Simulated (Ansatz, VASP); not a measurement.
**Two plane-wave programs on Ca**

POSCAR

```
Ca
1.0
    0.0000000000      2.7942000000      2.7942000000
    2.7942000000      0.0000000000      2.7942000000
    2.7942000000      2.7942000000      0.0000000000
Ca
1
Direct
    0.0000000000      0.0000000000      0.0000000000
```

INCAR.step1

```
PREC = Accurate ; ENCUT = 520
ISMEAR = -1 ; SIGMA = 0.05
LREAL = False ; LASPH = True
NELM = 60 ; NBANDS = 11
GGA = PE ; ALGO = Normal
EDIFF = 1E-4 ; LWAVE = True
LCHARG = False
```

Contents of INCAR.step2:

```
PREC = Accurate ; ENCUT = 520
EDIFF = 1E-8 ; ISMEAR = -1
SIGMA = 0.05 ; LREAL = False
LASPH = True ; NELM = 60
ALGO = Normal ; ISIF = 2
LWAVE = False ; LCHARG = False
METAGGA = R2SCAN ; LMIXTAU = True
LEFG = True ; NBANDS = 11
ISTART = 1
```

File KPOINTS:

```
Automatic mesh
0
Gamma
  11 11 11
```

Input for Ansatz:

```yaml
crystal:
  lattice:
    - [0.0, 2.7942, 2.7942]
    - [2.7942, 0.0, 2.7942]
    - [2.7942, 2.7942, 0.0]
  atoms:
    - { symbol: Ca, position: [0.0, 0.0, 0.0] }
kpoints:
  mp_grid: { grid: [11, 11, 11] }
  band_path:
    path:
      - [0.0, 0.0, 0.0]
      - [0.5, 0.0, 0.5]
      - [0.625, 0.25, 0.625]
      - [0.375, 0.375, 0.75]
      - [0.0, 0.0, 0.0]
      - [0.5, 0.5, 0.5]
      - [0.5, 0.25, 0.75]
      - [0.5, 0.0, 0.5]
    npoints: 5
scf:
  occupations: { method: fermi_dirac, width: 0.05 }
hamiltonian:
  xc: r2scan
  pseudopotentials: { kind: paw }
output:
  forces: true
  stress: true
  eigenvalues: true
  efg: { contact_densities: true }
```

Alike in both runs: task electric field gradients; functional r2SCAN; k mesh 11 × 11 × 11; occupations fermi-dirac, width 0.05 eV; no spin polarisation.

```csv
,VASP,Ansatz
version,VASP 6.6.1,Ansatz 0.2.0
potentials or method,"VASP PAW PBE potentials, release 64 (Ca_sv)","PAW with Ansatz's default frozen-core files, scalar-relativistic"
plane-wave cutoff (eV),520,500
valence electrons in the cell,10,10
```

```csv
,VASP,Ansatz,Ansatz less VASP
pressure (GPa),-0.2,-0.2,-0.05
```

VASP's potentials were made for PBE, not for r2SCAN.
